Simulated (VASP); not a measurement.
# P in VASP: a series of runs

Runs on P. Level: PBE+D3(BJ). Tasks: single point.

Program: VASP 6.6.1. These are calculated values, not measurements. Logs are shortened: lines on timing, memory, paths and dates and some standing lists are left out, and cuts for length are marked.

**1. The cell of the first run**

The cell holds a slab with vacuum, 2 atoms: a = 3.073 Å, b = 3.073 Å, c = 28.000 Å, α = 90.00°, β = 90.00°, γ = 120.00°.

**2. Single point, PBE+D3(BJ)**

INCAR reads:

```
SYSTEM = P
PREC = Accurate
ENCUT = 520
EDIFF = 1E-6
ISMEAR = 0
SIGMA = 0.02
LREAL = .False.
LASPH = .True.
NELM = 100
ALGO = Normal
ISIF = 2
LWAVE = .False.
LCHARG = .False.
LDIPOL = .True.
IDIPOL = 3
DIPOL = 0.5 0.5 0.500
GGA = PE
IVDW = 12
NBANDS = 12
```

KPOINTS reads:

```
Automatic mesh
0
Gamma
  9 9 1
  0 0 0
```

POSCAR reads:

```
P
1.0
    3.0730000000      0.0000000000      0.0000000000
   -1.5365000000      2.6612960658      0.0000000000
    0.0000000000      0.0000000000     28.0000000000
P
2
Direct
    0.3333333333      0.6666666667      0.5047678571
    0.6666666667      0.3333333333      0.4952321429
```

Potentials or basis: VASP PAW PBE potentials, release 64 (P).

On the command line:

```console
cat potpaw_PBE.64/P/POTCAR > POTCAR
mpirun -np 1 vasp_std > vasp.out
```

OUTCAR:

```text
SYSTEM = P
   PREC = Accurate
   ENCUT = 520
   EDIFF = 1E-6
   ISMEAR = 0
   LREAL = .False.
   LASPH = .True.
   NELM = 100
   ISIF = 2
   GGA = PE
   IVDW = 12
 IVDW          = 12

 ion  position               nearest neighbor table
   1  0.333  0.667  0.505-   2 1.79   2 1.79   2 1.79
   2  0.667  0.333  0.495-   1 1.79   1 1.79   1 1.79

  LATTYP: Found a hexagonal cell.
 ALAT       =     3.0730000000
 C/A-ratio  =     9.1116173121

  Lattice vectors:

 A1 = (   3.0730000000,   0.0000000000,   0.0000000000)
 A2 = (  -1.5365000000,   2.6612960658,   0.0000000000)
 A3 = (   0.0000000000,   0.0000000000,  28.0000000000)

Analysis of symmetry for initial positions (statically):
=====================================================================
 Subroutine PRICEL returns:
 Original cell was already a primitive cell.

 Routine SETGRP: Setting up the symmetry group for a
 hexagonal supercell.

 Subroutine GETGRP returns: Found 12 space group operations
 (whereof 12 operations were pure point group operations)
 out of a pool of 24 trial point group operations.

The static configuration has the point symmetry D_3d.

Analysis of symmetry for dynamics (positions and initial velocities):
=====================================================================
 Subroutine PRICEL returns:
 Original cell was already a primitive cell.

 Routine SETGRP: Setting up the symmetry group for a
 hexagonal supercell.

 Subroutine GETGRP returns: Found 12 space group operations
 (whereof 12 operations were pure point group operations)
 out of a pool of 24 trial point group operations.

The dynamic configuration has the point symmetry D_3d.

 Subroutine INISYM returns: Found 12 space group operations
 (whereof 12 operations are pure point group operations),
 and found     1 'primitive' translations

----------------------------------------------------------------------------------------

                                     Primitive cell

  volume of cell :     228.9886

  direct lattice vectors                    reciprocal lattice vectors
     3.073000000  0.000000000  0.000000000     0.325414904  0.187878382  0.000000000
    -1.536500000  2.661296066  0.000000000     0.000000000  0.375756765  0.000000000
     0.000000000  0.000000000 28.000000000     0.000000000  0.000000000  0.035714286

  length of vectors
     3.073000000  3.073000000 28.000000000     0.375756765  0.375756765  0.035714286

  position of ions in fractional coordinates (direct lattice)
     0.333333333  0.666666667  0.504767857
     0.666666667  0.333333333  0.495232143

  ion indices of the primitive-cell ions
   primitive index   ion index
                 1           1
                 2           2

----------------------------------------------------------------------------------------

 KPOINTS: Automatic mesh

Automatic generation of k-mesh.
 Grid dimensions read from file:
 generate k-points for:    9    9    1

 Generating k-lattice:

  Cartesian coordinates                     Fractional coordinates (reciprocal lattice)
     0.036157212  0.020875376  0.000000000     0.111111111  0.000000000  0.000000000
     0.000000000  0.041750752  0.000000000     0.000000000  0.111111111  0.000000000
     0.000000000  0.000000000  0.035714286     0.000000000  0.000000000  1.000000000

  Length of vectors
     0.041750752  0.041750752  0.035714286

  Shift w.r.t. Gamma in fractional coordinates (k-lattice)
     0.000000000  0.000000000  0.000000000

 Subroutine IBZKPT returns following result:
 ===========================================

 Found     12 irreducible k-points:

 Following reciprocal coordinates:
            Coordinates               Weight
  0.000000  0.000000  0.000000      1.000000
  0.111111  0.000000  0.000000      6.000000
  0.222222  0.000000  0.000000      6.000000
  0.333333  0.000000  0.000000      6.000000
  0.444444  0.000000  0.000000      6.000000
  0.111111  0.111111  0.000000      6.000000
  0.222222  0.111111  0.000000     12.000000
  0.333333  0.111111  0.000000     12.000000
  0.444444  0.111111  0.000000      6.000000
  0.222222  0.222222  0.000000      6.000000
  0.333333  0.222222  0.000000     12.000000
  0.333333  0.333333  0.000000      2.000000
   k-points           NKPTS =     12   k-points in BZ     NKDIM =     12   number of bands    NBANDS=     12
   number of dos      NEDOS =    301   number of ions     NIONS =      2
   total plane-waves  NPLWV = 120960
   dimension x,y,z NGX =    24 NGY =   24 NGZ =  210
   dimension x,y,z NGXF=    48 NGYF=   48 NGZF=  420
   ions per type =               2
   NGX,Y,Z   is equivalent  to a cutoff of  12.98, 12.98, 12.47 a.u.
   NGXF,Y,Z  is equivalent  to a cutoff of  25.97, 25.97, 24.94 a.u.
 SYSTEM =  P
   PREC   = accura    normal or accurate (medium, high low for compatibility)
   ISTART =      0    job   : 0-new  1-cont  2-samecut
   ICHARG =      2    charge: 1-file 2-atom 10-const
   ISPIN  =      1    spin polarized calculation?
   LNONCOLLINEAR =      F non collinear calculations
   LSORBIT =      F    spin-orbit coupling
   LASPH  =      T    aspherical Exc in radial PAW
   ENCUT  =  520.0 eV  38.22 Ry    6.18 a.u.   5.71  5.71 52.06*2*pi/ulx,y,z
   NELM   =    100;   NELMIN=  2; NELMDL= -5     # of ELM steps
   EDIFF  = 0.1E-05   stopping-criterion for ELM
   LREAL  =      F    real-space projection
   EDIFFG = 0.1E-04   stopping-criterion for IOM
   NSW    =      0    number of steps for IOM
   IBRION =     -1    ionic relax: 0-MD 1-quasi-New 2-CG
   NFREE  =      0    steps in history (QN), initial steepest desc. (CG)
   ISIF   =      2    stress and relaxation
   ISYM   =      2    0-nonsym 1-usesym 2-fastsym
   POTIM  = 0.5000    time-step for ionic-motion
   TEBEG  =    0.0;   TEEND  =   0.0 temperature during run
   PSTRESS=    0.0 pullay stress
   NELECT =      10.0000    total number of electrons
   NUPDOWN=      -1.0000    fix difference up-down
   EMIN   =  10.00;   EMAX   =-10.00  energy-range for DOS
   EFERMI =   0.00;   METHOD = LEGACY
   ISMEAR =     0;   SIGMA  =   0.02  broadening in eV -4-tet -1-fermi 0-gaus
   EFERMI_NEDOS =   21; number of points for ismear=-14 and -15
   IALGO  =     38    algorithm
   IMIX   =      4    mixing-type and parameters
     AMIX     =   0.40;   BMIX     =  1.00
     AMIX_MAG =   1.60;   BMIX_MAG =  1.00
  volume/ion in A,a.u.               =     114.49       772.65
  Fermi-wavevector in a.u.,A,eV,Ry     =   0.576506  1.089438  4.522016  0.332359
  Thomas-Fermi vector in A             =   1.619033
   LORBIT       =      0    0 simple, 1 ext, 2 COOP (PROOUT), +10 PAW based schemes
   GGA     = PE    functional components
   LHFCALC =     F    Hartree Fock is set to
   AEXX    =    0.0000 exact exchange contribution
   IVDW    =    12    specifies the selected vdW correction
   LEPSILON=     F    determine dielectric tensor
   LRPA    =     F    only Hartree local field effects (RPA)
 non-spin polarized calculation
 Gauss-broadening in eV      SIGMA  =   0.02
  energy-cutoff  :      520.00
  volume of cell :      228.99
 maximum number of plane-waves:      6199
 NGX is ok and might be reduce to    24
   NGX = 11   NGY = 11   NGZ =105

 number of electron      10.0000000 magnetization

 dipolmoment           0.000000      0.000000      0.000000 electrons x Angstroem

 number of electron       9.9999997 magnetization

 dipolmoment           0.000000      0.000000     -0.000000 electrons x Angstroem

 Free energy of the ion-electron system (eV)
  ---------------------------------------------------
  ext. energy  EPLUGINS =         0.00000000
  ---------------------------------------------------
  free energy    TOTEN  =        -4.50800059 eV

  energy without entropy =       -4.50747712  energy(sigma->0) =       -4.50773886

 E-fermi :  -1.5774     XC(G=0):  -1.7246

 val. band max:       -1.7101662639   @ k =   0.3333   0.1111   0.0000
 cond. band min:      -1.5637143328   @ k =   0.3333   0.0000   0.0000
 fundamental gap:      0.1464519311
 Fermi energy:        -1.5773957398

 k-point     1 :       0.0000    0.0000    0.0000
  band No.  band energies     occupation
      1     -21.0021      2.00000
      2      -9.7414      2.00000
      3      -6.9959      2.00000
      4      -6.9959      2.00000
      5      -1.0149      0.00000
      6      -1.0149      0.00000
      7      -0.9194      0.00000
      8       1.2581      0.00000
      9       1.6339      0.00000
     10       1.8433      0.00000
     11       2.0982      0.00000
     12       2.1060      0.00000

 k-point     2 :       0.1111    0.0000    0.0000
  band No.  band energies     occupation
      1     -20.7726      2.00000
      2      -9.5192      2.00000
      3      -8.1100      2.00000
      4      -7.3797      2.00000
      5      -1.2728      0.00000
      6      -0.6856      0.00000
      7      -0.1970      0.00000
      8       1.5580      0.00000
      9       1.8938      0.00000
     10       2.2646      0.00000
     11       2.3471      0.00000
     12       2.7534      0.00000

 k-point     3 :       0.2222    0.0000    0.0000
  band No.  band energies     occupation
      1     -20.0918      2.00000
      2     -10.3964      2.00000
      3      -8.8591      2.00000
      4      -8.1167      2.00000
      5      -1.9963      2.00000
      6      -0.2545      0.00000
      7       1.6601      0.00000
      8       1.8336      0.00000
      9       2.3649      0.00000
     10       2.6934      0.00000
     11       3.0686      0.00000
     12       3.2178      0.00000
[... 106 lines left out ...]
 k-point    11 :       0.3333    0.2222    0.0000
  band No.  band energies     occupation
      1     -16.9954      2.00000
      2     -14.7469      2.00000
      3     -11.5484      2.00000
      4      -5.8927      2.00000
      5      -3.6087      2.00000
      6       0.6141      0.00000
      7       1.1943      0.00000
      8       3.7886      0.00000
      9       4.3517      0.00000
     10       6.3048      0.00000
     11       6.5914      0.00000
     12       6.7811      0.00000

 k-point    12 :       0.3333    0.3333    0.0000
  band No.  band energies     occupation
      1     -15.7355      2.00000
      2     -15.7355      2.00000
      3     -12.3404      2.00000
      4      -4.6803      2.00000
      5      -4.6803      2.00000
      6       0.4321      0.00000
      7       2.2284      0.00000
      8       4.4626      0.00000
      9       4.4626      0.00000
     10       6.9475      0.00000
     11       6.9475      0.00000
     12       7.4267      0.00000

------------------------ aborting loop because EDIFF is reached ----------------------------------------

 vacuum level on the upper side and lower side of the slab       (xc-potential included)        -0.007        -0.007

 Edisp (eV)   -0.50088

 E8    (eV) :    -0.2041

  FORCE on cell =-STRESS in cart. coord.  units (eV):
  Direction    XX          YY          ZZ          XY          YZ          ZX
  --------------------------------------------------------------------------------------
  -------------------------------------------------------------------------------------
  Total      29.09887    29.09887     1.12029    -0.00000     0.00000     0.00000
  in kB     203.59776   203.59776     7.83843    -0.00000     0.00000     0.00000
  external pressure =      138.34 kB  Pullay stress =        0.00 kB

 VOLUME and BASIS-vectors are now :
 -----------------------------------------------------------------------------
  energy-cutoff  :      520.00
  volume of cell :      228.99
      direct lattice vectors                 reciprocal lattice vectors
     3.073000000  0.000000000  0.000000000     0.325414904  0.187878382  0.000000000
    -1.536500000  2.661296066  0.000000000     0.000000000  0.375756765  0.000000000
     0.000000000  0.000000000 28.000000000     0.000000000  0.000000000  0.035714286

 POSITION                                       TOTAL-FORCE (eV/Angst)
 -----------------------------------------------------------------------------------
     -0.00000      1.77420     14.13350        -0.000000      0.000000      4.245045
      1.53650      0.88710     13.86650         0.000000     -0.000000     -4.245045
 -----------------------------------------------------------------------------------
    total drift:                               -0.000000      0.000000      0.000000

  FREE ENERGIE OF THE ION-ELECTRON SYSTEM (eV)
  ---------------------------------------------------
  free  energy   TOTEN  =        -5.0088833979 eV

  energy  without entropy=       -5.0083599274  energy(sigma->0) =       -5.00862166

 vacuum level on the upper side and lower side of the slab         1.643         1.643
```

Run time: 50 s. Hardware: 1 thread of Intel Xeon Platinum 8375C at 2.90GHz (Ice Lake), shared host; peak memory 0.33 GiB.

Results:

* Free energy: -5.0089 eV
* Largest force: 4.245 eV/Å
* Band gap on the k mesh: zero (bands 5 and 6 overlap by 2.07 eV)
* Dispersion energy per atom: -0.250 eV

Forces on the atoms (eV/Å):
```
P    0.000  0.000  4.245
P    0.000  0.000 -4.245
```

(Part 1 of 2 ends here.)
